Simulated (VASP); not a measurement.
SiS3:

```
Si S
1.0
     5.73584    0.00000    0.00000
    -2.86792    4.96739    0.00000
     0.00000    0.00000    5.08309
Si S
2 6
Cartesian
  0.0000 3.3116 1.2708
  2.8679 1.6558 3.8123
  2.8679 2.9870 1.2708
  -1.1529 3.9772 3.8123
  1.7150 0.9902 1.2708
  0.0000 1.9804 3.8123
  4.0208 0.9902 1.2708
  1.1529 3.9772 3.8123
```

```yaml
Program: VASP 6.6.1
Task: relaxation of cell and atoms
Functional: r2SCAN
Potentials_or_basis: VASP PAW PBE potentials, release 64 (Si, S)
Cutoff: 600 eV
k_mesh: 6 × 6 × 4
Occupations: gaussian, width 0.1 eV
Spin: no spin polarisation
```

At the start: pressure 0.7 GPa; volume 18.10 Å³/atom.

Question: Where does the relaxation end?

Answer: Over 31 steps the energy falls by 17.4 meV/atom and the volume is 19.10 Å³/atom (+5.5 %); space group P6_3/mmc (No. 194, to 0.1 Å) before and after.

The path:
| step | energy change (eV) | largest force (eV/Å) | pressure (GPa) | volume (Å³) |
| --- | --- | --- | --- | --- |
| 1 | 0.0000 | 0.1682 | 0.74 | 144.83 |
| 2 | -0.0141 | 0.1762 | 0.30 | 146.59 |
| 3 | -0.0300 | 0.1688 | -0.75 | 151.41 |
| 4 | -0.0372 | 0.0279 | -0.26 | 151.44 |
| 5 | -0.0374 | 0.0039 | -0.15 | 151.45 |
| 6 | -0.0389 | 0.0029 | -0.07 | 151.15 |
| 7 | -0.0426 | 0.0079 | 0.21 | 150.28 |
| 8 | -0.0501 | 0.0662 | 0.83 | 148.51 |
| 9 | -0.0704 | 0.2312 | 2.22 | 144.93 |
| 10 | 0.1687 | 0.3137 | 6.39 | 137.58 |
| 11 | -0.0706 | 0.2361 | 2.31 | 144.72 |
| 12 | -0.0708 | 0.2361 | 2.32 | 144.70 |
| 13 | -0.0713 | 0.2361 | 2.34 | 144.65 |
| 14 | -0.0721 | 0.2358 | 2.39 | 144.53 |
| 15 | -0.0733 | 0.2342 | 2.48 | 144.30 |
| 16 | -0.0736 | 0.2273 | 2.68 | 143.85 |
| 17 | -0.0738 | 0.2303 | 2.61 | 144.01 |
| 18 | -0.0750 | 0.2255 | 2.57 | 144.06 |
| 19 | -0.0785 | 0.2111 | 2.48 | 144.21 |
| 20 | -0.0851 | 0.1822 | 2.30 | 144.52 |
| 21 | -0.0965 | 0.1246 | 1.95 | 145.13 |
| 22 | -0.1126 | 0.0107 | 1.26 | 146.36 |
| 23 | -0.1184 | 0.2076 | -0.01 | 148.83 |
| 24 | -0.1203 | 0.1395 | 0.38 | 148.03 |
| 25 | -0.1215 | 0.1354 | 0.35 | 148.21 |
| 26 | -0.1249 | 0.1227 | 0.25 | 148.75 |
| 27 | -0.1299 | 0.0966 | 0.06 | 149.84 |
| 28 | -0.1327 | 0.0445 | -0.29 | 152.04 |
| 29 | -0.1355 | 0.0037 | -0.12 | 152.18 |
| 30 | -0.1372 | 0.0581 | 0.15 | 152.38 |
| 31 | -0.1394 | 0.0132 | 0.00 | 152.79 |

Final structure:
```yaml
crystal:
  lattice:
    - [6.05076, 0.00000, 0.00000]
    - [-3.02538, 5.24011, 0.00000]
    - [0.00000, 0.00000, 4.81897]
  atoms:
    - { symbol: Si, position: [0.33333, 0.66667, 0.25000] }
    - { symbol: Si, position: [0.66667, 0.33333, 0.75000] }
    - { symbol: S, position: [0.79392, 0.58783, 0.25000] }
    - { symbol: S, position: [0.20608, 0.79392, 0.75000] }
    - { symbol: S, position: [0.41217, 0.20608, 0.25000] }
    - { symbol: S, position: [0.20608, 0.41217, 0.75000] }
    - { symbol: S, position: [0.79392, 0.20608, 0.25000] }
    - { symbol: S, position: [0.58783, 0.79392, 0.75000] }
```

Caveat: the PAW data sets were made with another functional, which shifts forces and pressure a little.
